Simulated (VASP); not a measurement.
Runs of VASP 6.6.1 on CaSe. The structure is that of space group Fm-3m (No. 225), or close to it. The cells are those of the table. 

```csv
cell,gap on the mesh (eV),pressure (GPa)
"a = 4.208 Å, angles 60.0°, 2 atoms",2.07,0.3
"a = 4.095 Å, angles 60.0°, 2 atoms",1.86,5.1
"a = 4.262 Å, angles 60.0°, 2 atoms",(b),-1.4
"a = 4.124 Å, angles 60.0°, 2 atoms",1.91,(a)
"a = 4.152 Å, angles 60.0°, 2 atoms",1.97,2.5
```

Alike in all rows: task single point; level PBE; potentials or basis VASP PAW PBE potentials, release 64 (Ca_sv, Se); no spin polarisation; k mesh 6 × 6 × 6; cutoff (eV) 500; smearing fermi-dirac 0.05 eV.

Task: Fill in the values left out.

Result: (a) 3.7; (b) 2.15.

A k mesh can miss the band edges, and the runs leave out spin-orbit coupling on Se.
